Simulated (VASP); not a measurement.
# CdH2O2 (P-3m1) in VASP: notebook, part 2 of 2

VASP 6.6.1. Earlier steps stand in the parts before.

### 5 Single point, PBEsol (strain +0.000 along x and y, -0.015 along z)

Input file INCAR:

```
SYSTEM = CdH2O2
PREC = Accurate ; ENCUT = 520
EDIFF = 1E-6 ; ISMEAR = 0
SIGMA = 0.05 ; LREAL = .FALSE.
LASPH = .TRUE. ; NELM = 80
ALGO = Normal ; ISIF = 2
LWAVE = .FALSE. ; LCHARG = .FALSE.
GGA = PS ; NBANDS = 21
```

Input file KPOINTS:

```
regular mesh
0
G
  9 9 6
  0 0 0
```

Input file POSCAR:

```
CdH2O2
1.0
    3.5155259648      0.0000000000      0.0000000000
   -1.7577629824      3.0445347931      0.0000000000
    0.0000000000      0.0000000000      4.5733346006
Cd H O
1 2 2
Direct
    0.0000000000      0.0000000000      0.0000000000
    0.6666666667      0.3333333333      0.5509607200
    0.3333333333      0.6666666667      0.4490392800
    0.6666666667      0.3333333333      0.7593720000
    0.3333333333      0.6666666667      0.2406280000
```

On the command line:

```bash
> cat potpaw_PBE.64/Cd/POTCAR potpaw_PBE.64/H/POTCAR potpaw_PBE.64/O/POTCAR > POTCAR
> mpirun -np 1 vasp_std > vasp.out
```

Run time: 35 s. Hardware: 1 thread of Intel Xeon Platinum 8488C (Sapphire Rapids), shared host; peak memory 0.21 GiB.

The run converged. Its results:

```
Free energy            : -23.4426 eV
Pressure               : 2.8 GPa
Largest force          : 1.391 eV/Å
Band gap on the k mesh : 1.66 eV, indirect (least direct gap 2.03 eV)
```

Forces in eV/Å, atoms in the order of the input:
```
Cd   0.000  0.000  0.000
H    0.000  0.000 -1.391
H    0.000  0.000  1.391
O    0.000  0.000  1.376
O    0.000  0.000 -1.376
```

Stress tensor (GPa, compression positive):
```
-0.09  0.00  0.00
 0.00 -0.09  0.00
 0.00  0.00  8.66
```

Levels at points of the mesh, in eV from the valence-band top:
```csv
k point,band 11,band 12,band 13,band 14,band 15,band 16
"(0.00, 0.00, 0.00)",-1.09,-0.36,-0.36,1.66,6.12,10.26
"(0.00, 0.00, 0.50)",-1.35,-0.07,-0.07,4.26,4.40,11.26
```

Caveat: the cell differs from its parent crystal (strain +0.000 along x and y, -0.015 along z); the PAW data sets were made with another functional, which shifts forces and pressure a little. A k mesh can miss the band edges.

### 6 Single point, PBEsol (strain -0.015 along x and y, +0.015 along z)

Input file INCAR:

```
  PREC = Accurate
  ENCUT = 520
  EDIFF = 1E-6
  ISMEAR = 0
  SIGMA = 0.05
  LREAL = F
  LASPH = T
  NELM = 60
  ALGO = Normal
  ISIF = 2
  LWAVE = F
  LCHARG = T
  GGA = PS
  LELF = T
  LVHAR = T
  NBANDS = 21
```

Input file KPOINTS:

```
Automatic mesh
0
Gamma
  9 9 6
```

Changes to POSCAR since step 5:

```diff
@@ -2,5 +2,5 @@
 1.0
-    3.5155259648      0.0000000000      0.0000000000
-   -1.7577629824      3.0445347931      0.0000000000
-    0.0000000000      0.0000000000      4.5733346006
+    3.4627930753      0.0000000000      0.0000000000
+   -1.7313965376      2.9988667712      0.0000000000
+    0.0000000000      0.0000000000      4.7126239794
 Cd H O
```

Potentials or basis: VASP PAW PBE potentials, release 64 (Cd, H, O).

On the command line:

```bash
> cat potpaw_PBE.64/Cd/POTCAR potpaw_PBE.64/H/POTCAR potpaw_PBE.64/O/POTCAR > POTCAR
> mpirun -np 1 vasp_std > vasp.out
```

OUTCAR:

```text
PREC = Accurate
   ENCUT = 520
   EDIFF = 1E-6
   ISMEAR = 0
   LREAL = F
   LASPH = T
   NELM = 60
   ISIF = 2
   GGA = PS

 ion  position               nearest neighbor table
   1  0.000  0.000  0.000-   4 2.30   5 2.30   5 2.30   4 2.30   4 2.30   5 2.30
   2  0.667  0.333  0.551-   4 0.98
   3  0.333  0.667  0.449-   5 0.98
   4  0.667  0.333  0.759-   2 0.98   1 2.30   1 2.30   1 2.30
   5  0.333  0.667  0.241-   3 0.98   1 2.30   1 2.30   1 2.30

  LATTYP: Found a hexagonal cell.
 ALAT       =     3.4627930753
 C/A-ratio  =     1.3609314438

  Lattice vectors:

 A1 = (   3.4627930753,   0.0000000000,   0.0000000000)
 A2 = (  -1.7313965376,   2.9988667712,   0.0000000000)
 A3 = (   0.0000000000,   0.0000000000,   4.7126239794)

Analysis of symmetry for initial positions (statically):
=====================================================================
 Subroutine PRICEL returns:
 Original cell was already a primitive cell.

 Routine SETGRP: Setting up the symmetry group for a
 hexagonal supercell.
[... 168 lines left out ...]
  ext. energy  EPLUGINS =         0.00000000
  ---------------------------------------------------
  free energy    TOTEN  =       -23.46645701 eV

  energy without entropy =      -23.46645701  energy(sigma->0) =      -23.46645701

 E-fermi :   0.2278     XC(G=0): -10.3037

 val. band max:        0.0058947991   @ k =   0.4444   0.0000   0.0000
 cond. band min:       1.6316693030   @ k =   0.0000   0.0000   0.0000
 fundamental gap:      1.6257745039
 Fermi energy:         0.2277935904

 k-point     1 :       0.0000    0.0000    0.0000
  band No.  band energies     occupation
      1     -18.5143      2.00000
      2     -17.4701      2.00000
      3      -7.7618      2.00000
      4      -6.4208      2.00000
      5      -6.4208      2.00000
      6      -5.6165      2.00000
[... 565 lines left out ...]
     20      13.9337      0.00000
     21      15.4950      0.00000

 [... further k-points ...]
[... 5 lines left out ...]
  --------------------------------------------------------------------------------------
  -------------------------------------------------------------------------------------
  Total        0.5581704      0.5581704     -0.4562231      0.0000000     -0.0000000      0.0000000
  in kB       18.2738862     18.2738862    -14.9362439      0.0000000     -0.0000000      0.0000000
  external PRESSURE =       7.2038428 kB  Pullay stress =       0.0000000 kB

 VOLUME and BASIS-vectors are now :
 -----------------------------------------------------------------------------
  energy-cutoff  :      520.00
  volume of cell :       48.94
      direct lattice vectors                 reciprocal lattice vectors
     3.462793075  0.000000000  0.000000000     0.288784221  0.166729648  0.000000000
    -1.731396538  2.998866771  0.000000000     0.000000000  0.333459295  0.000000000
     0.000000000  0.000000000  4.712623979     0.000000000  0.000000000  0.212196009

 POSITION                                       TOTAL-FORCE (eV/Angst)
 -----------------------------------------------------------------------------------
      0.00000      0.00000      0.00000         0.000000      0.000000      0.000000
      1.73140      0.99962      2.59647         0.000000      0.000000      0.070437
     -0.00000      1.99924      2.11615         0.000000     -0.000000     -0.070437
      1.73140      0.99962      3.57863         0.000000      0.000000     -0.079504
     -0.00000      1.99924      1.13399        -0.000000     -0.000000      0.079504
 -----------------------------------------------------------------------------------
    total drift:                                0.000000     -0.000000      0.000000

  FREE ENERGIE OF THE ION-ELECTRON SYSTEM (eV)
  ---------------------------------------------------
  free  energy   TOTEN  =       -23.4664570124 eV

  energy  without entropy=      -23.4664570124  energy(sigma->0) =      -23.46645701
```

OSZICAR:

```text
N       E                     dE             d eps       ncg     rms          rms(c)
DAV:   1     0.170321504008E+03    0.17032E+03   -0.14342E+04  2676   0.120E+03
DAV:   2    -0.173229144563E+02   -0.18764E+03   -0.17937E+03  2957   0.307E+02
DAV:   3    -0.264900513472E+02   -0.91671E+01   -0.91287E+01  3015   0.733E+01
DAV:   4    -0.265379373479E+02   -0.47886E-01   -0.47880E-01  2754   0.555E+00
DAV:   5    -0.265381279724E+02   -0.19062E-03   -0.19062E-03  2944   0.325E-01    0.127E+01
DAV:   6    -0.234438312047E+02    0.30943E+01   -0.81089E+00  3180   0.410E+01    0.903E+00
DAV:   7    -0.235046019870E+02   -0.60771E-01   -0.13733E+00  2669   0.959E+00    0.525E+00
DAV:   8    -0.234812747184E+02    0.23327E-01   -0.23719E-01  2804   0.372E+00    0.979E-01
DAV:   9    -0.234660163077E+02    0.15258E-01   -0.56481E-02  2888   0.205E+00    0.175E-01
DAV:  10    -0.234663818283E+02   -0.36552E-03   -0.78452E-03  2769   0.853E-01    0.106E-01
DAV:  11    -0.234664296224E+02   -0.47794E-04   -0.35287E-04  2694   0.243E-01    0.528E-02
DAV:  12    -0.234664514484E+02   -0.21826E-04   -0.12690E-04  2684   0.860E-02    0.253E-02
DAV:  13    -0.234664562451E+02   -0.47967E-05   -0.82090E-06  2774   0.257E-02    0.658E-03
DAV:  14    -0.234664570124E+02   -0.76736E-06   -0.12427E-06  2243   0.821E-03
   1 F= -.23466457E+02 E0= -.23466457E+02  d E =-.974030E-12
```

Wall time 42 s (1 thread of Intel Xeon Platinum 8488C (Sapphire Rapids), shared host); peak memory 0.21 GiB.

What came out:

- Free energy: -23.4665 eV
- Pressure: 0.7 GPa
- Largest force: 0.080 eV/Å
- Band gap on the k mesh: 1.63 eV, indirect (least direct gap 1.92 eV)

Forces in eV/Å, atoms in the order of the input:
```
Cd   0.000  0.000  0.000
H    0.000  0.000  0.070
H    0.000  0.000 -0.070
O    0.000  0.000 -0.080
O    0.000  0.000  0.080
```

Caveat: the cell differs from its parent crystal (strain -0.015 along x and y, +0.015 along z); the PAW data sets were made with another functional, which shifts forces and pressure a little. A k mesh can miss the band edges.

### 7 Single point, PBEsol (strain -0.015 along x and y, +0.030 along z)

Input file INCAR:

```
SYSTEM = CdH2O2
ALGO     = Normal         ! electronic algorithm
EDIFF    = 1E-6           ! SCF threshold, eV
ENCUT    = 520            ! plane-wave cutoff, eV
GGA      = PS             ! functional
ISIF     = 2              ! what is computed and relaxed
ISMEAR   = 0              ! smearing method
LASPH    = .True.         ! aspherical terms in the spheres
LCHARG   = .False.        ! write CHGCAR
LREAL    = .False.        ! projectors in reciprocal space
LWAVE    = .False.        ! write WAVECAR
NBANDS   = 21             ! bands
NELM     = 60             ! most SCF steps
PREC     = Accurate       ! precision mode
SIGMA    = 0.05           ! smearing width, eV
```

Input file KPOINTS:

```
k-points
0
Gamma
  9 9 6
  0 0 0
```

Changes to POSCAR since step 6:

```diff
@@ -4,3 +4,3 @@
    -1.7313965376      2.9988667712      0.0000000000
-    0.0000000000      0.0000000000      4.7126239794
+    0.0000000000      0.0000000000      4.7822686687
 Cd H O
```

On the command line:

```bash
> cat potpaw_PBE.64/Cd/POTCAR potpaw_PBE.64/H/POTCAR potpaw_PBE.64/O/POTCAR > POTCAR
> mpirun -np 1 vasp_std > vasp.out
```

It took 32 s on 1 thread of Intel Xeon Platinum 8488C (Sapphire Rapids), shared host; peak memory 0.21 GiB.

The run converged. Its results:

* Free energy: -23.4486 eV
* Pressure: -1.6 GPa
* Largest force: 0.690 eV/Å
* Band gap on the k mesh: 1.57 eV, indirect (least direct gap 1.84 eV)

Forces on the atoms (eV/Å):
```
Cd   0.000  0.000  0.000
H    0.000  0.000  0.690
H    0.000  0.000 -0.690
O    0.000  0.000 -0.589
O    0.000  0.000  0.589
```

Stress tensor (GPa, compression positive):
```
 0.98  0.00  0.00
 0.00  0.98  0.00
 0.00  0.00 -6.86
```

Levels at points of the mesh, in eV from the valence-band top:
```csv
k point,band 10,band 11,band 12,band 13,band 14,band 15,band 16,band 17
"(0.00, 0.00, 0.00)",-1.03,-1.03,-0.27,-0.27,1.57,6.13,9.52,13.19
"(0.00, 0.00, 0.50)",-1.24,-1.24,-0.03,-0.03,4.22,4.31,10.55,10.61
```

Caveat: the cell differs from its parent crystal (strain -0.015 along x and y, +0.030 along z); the PAW data sets were made with another functional, which shifts forces and pressure a little.

### 8 Summary

```csv
cell,gap on the mesh (eV),pressure (GPa),largest force (eV/Å)
"a = 3.410, b = 3.410, c = 4.782 Å, angles 90.0, 90.0, 120.0°, 5 atoms",1.62,1.5,0.81
"a = 3.516, b = 3.516, c = 4.504 Å, angles 90.0, 90.0, 120.0°, 5 atoms",1.71,5.6,2.25
"a = 3.463, b = 3.463, c = 4.643 Å, angles 90.0, 90.0, 120.0°, 5 atoms",1.68,3.3,0.62
"a = 3.516, b = 3.516, c = 4.573 Å, angles 90.0, 90.0, 120.0°, 5 atoms",1.66,2.8,1.39
"a = 3.463, b = 3.463, c = 4.713 Å, angles 90.0, 90.0, 120.0°, 5 atoms",1.63,0.7,0.08
"a = 3.463, b = 3.463, c = 4.782 Å, angles 90.0, 90.0, 120.0°, 5 atoms",1.57,-1.6,0.69
```

Alike in all rows: task single point; level PBEsol; potentials or basis VASP PAW PBE potentials, release 64 (Cd, H, O); no spin polarisation; k mesh 9 × 9 × 6; cutoff (eV) 520; smearing gaussian 0.05 eV.

Caveats: the PAW data sets were made with another functional, which shifts forces and pressure a little.

Absolute energies hang on the potentials; compare differences alone.
